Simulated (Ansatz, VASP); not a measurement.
# Two plane-wave programs on LiReH6

The input INCAR:

```
SYSTEM = LiReH6
PREC     = Accurate       ! precision mode
ENCUT    = 600            ! plane-wave cutoff, eV
EDIFF    = 1E-6           ! SCF threshold, eV
ISMEAR   = 0              ! smearing method
SIGMA    = 0.1            ! smearing width, eV
LREAL    = .FALSE.        ! projectors in reciprocal space
LASPH    = .TRUE.         ! aspherical terms in the spheres
NELM     = 100            ! most SCF steps
ALGO     = Normal         ! electronic algorithm
ISIF     = 3              ! what is computed and relaxed
LWAVE    = .FALSE.        ! write WAVECAR
LCHARG   = .FALSE.        ! write CHGCAR
GGA      = PE             ! functional
IBRION   = 2              ! ionic algorithm
NSW      = 100            ! ionic steps
EDIFFG   = -0.01          ! ionic threshold
```

The input KPOINTS:

```
Automatic mesh
0
G
  10 10 10
  0 0 0
```

Contents of POSCAR:

```
LiReH6
1.0
    3.5325345463      0.0000000000      0.0000000000
    0.0000000000      3.5325345463      0.0000000000
    0.0000000000      0.0000000000      3.5325345463
Li Re H
1 1 6
Direct
    0.5000000000      0.5000000000      0.5000000000
    0.0000000000      0.0000000000      0.0000000000
    0.0000000000      0.5000000000      0.7829110976
    0.5000000000      0.2170889024      0.0000000000
    0.7829110976      0.0000000000      0.5000000000
    0.0000000000      0.5000000000      0.2170889024
    0.5000000000      0.7829110976      0.0000000000
    0.2170889024      0.0000000000      0.5000000000
```

Input for Ansatz:

```yaml
crystal:
  lattice:
    - [3.5325345463, 0.0, 0.0]
    - [0.0, 3.5325345463, 0.0]
    - [0.0, 0.0, 3.5325345463]
  atoms:
    - { symbol: Li, position: [0.5, 0.5, 0.5] }
    - { symbol: Re, position: [0.0, 0.0, 0.0] }
    - { symbol: H, position: [0.0, 0.5, 0.7829110976] }
    - { symbol: H, position: [0.5, 0.2170889024, 0.0] }
    - { symbol: H, position: [0.7829110976, 0.0, 0.5] }
    - { symbol: H, position: [0.0, 0.5, 0.2170889024] }
    - { symbol: H, position: [0.5, 0.7829110976, 0.0] }
    - { symbol: H, position: [0.2170889024, 0.0, 0.5] }
basis:
  ecutwfc: 420
kpoints:
  mp_grid: { grid: [10, 10, 10] }
hamiltonian:
  xc: pbe
scf:
  occupations: { method: gaussian, width: 0.1 }
output:
  forces: true
  stress: true
  eigenvalues: true
  write_density: true
  write_potential: true
  elf: true
  volumetric_format: npy
relax:
  adjacent_minimum: "off"
  f_tol: 0.01
  max_steps: 80
  cell: { stress_tol: 0.05 }
```

Change from the starting cell: species swapped into the V6CoIr type (Pm-3, No. 200).

Alike in both runs: task relaxation of cell and atoms; functional PBE; k mesh 10 × 10 × 10; occupations gaussian, width 0.1 eV; no spin polarisation.

```csv
,VASP,Ansatz
version,VASP 6.6.1,Ansatz 0.2.0
potentials or method,"VASP PAW PBE potentials, release 64 (Li_sv, Re, H), cutoff 600 eV","scalar-relativistic, plane waves, PAW"
valence electrons in the cell,16,24
```

```csv
,VASP,Ansatz,Ansatz less VASP
"gap on the k mesh at the Fermi level, each at its own relaxed structure (eV)",none,none,-
relaxed volume (Å³/atom),5.54,5.51,-0.033
relaxed cell length with the largest relative difference (Å),3.539,3.532,-0.0070
```

A gap of «none» marks a metal or a gap that the smearing closes. VASP's potentials hold 16 valence electrons a cell and Ansatz's 24, so a difference there can come from the potentials and not from the codes.

Spin-orbit coupling is off throughout. Noted on VASP's run: the cutoff is short for stress, so the pressure is rough.
